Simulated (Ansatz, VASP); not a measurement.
**Ge: VASP beside Ansatz**

INCAR

```
SYSTEM = Ge
ALGO     = Normal         ! electronic algorithm
EDIFF    = 1E-7           ! SCF threshold, eV
ENCUT    = 520            ! plane-wave cutoff, eV
GGA      = PE             ! functional
ISIF     = 2              ! what is computed and relaxed
ISMEAR   = 0              ! smearing method
LASPH    = .TRUE.         ! aspherical terms in the spheres
LCHARG   = .FALSE.        ! write CHGCAR
LREAL    = .FALSE.        ! projectors in reciprocal space
LWAVE    = .FALSE.        ! write WAVECAR
NBANDS   = 21             ! bands
NELM     = 60             ! most SCF steps
PREC     = Accurate       ! precision mode
SIGMA    = 0.025          ! smearing width, eV
```

The input KPOINTS:

```
k-points
0
G
  10 10 6
  0 0 0
```

File POSCAR:

```
Ge
1.0
    1.4880529250     -2.5946896100      0.0000000000
    1.4880529250      2.5946896100      0.0000000000
    0.0000000000      0.0000000000      4.7275957900
Ge
2
Direct
    0.3334466300      0.6665533700      0.2500000000
    0.6665533700      0.3334466300      0.7500000000
```

The input input.yaml:

```yaml
crystal:
  lattice:
    - [1.488052925, -2.59468961, 0.0]
    - [1.488052925, 2.59468961, 0.0]
    - [0.0, 0.0, 4.72759579]
  atoms:
    - { symbol: Ge, position: [0.33344663, 0.66655337, 0.25] }
    - { symbol: Ge, position: [0.66655337, 0.33344663, 0.75] }
hamiltonian:
  xc: pbe
  pseudopotentials: { kind: paw }
kpoints:
  mp_grid: { grid: [10, 10, 6] }
scf:
  occupations: { method: gaussian, width: 0.025 }
output:
  forces: true
  stress: true
  eigenvalues: true
```

Alike in both runs: task single point; functional PBE; k mesh 10 × 10 × 6; occupations gaussian, width 0.025 eV; no spin polarisation.

```csv
,VASP,Ansatz
version,VASP 6.6.1,Ansatz 0.2.0
potentials or method,"VASP PAW PBE potentials, release 64 (Ge_d)",Ansatz PAW
plane-wave cutoff (eV),520,420
valence electrons in the cell,28,28
```

Ansatz gave:

```
gap on the k mesh at the Fermi level (eV)                     : none
pressure (GPa)                                                : 4.3
traceless stress, the component that is largest in VASP (GPa) : 1.19
rms of the force components (eV/Å)                            : 0.006
```

**Question.** Which values does VASP return?

**Answer.** gap on the k mesh at the Fermi level (eV): none; pressure (GPa): 4.4; traceless stress, the component that is largest in VASP (GPa): 1.19; rms of the force components (eV/Å): 0.006.

Atom by atom the forces differ by 0.000 eV/Å (rms over components). A gap of «none» marks a metal or a gap that the smearing closes.
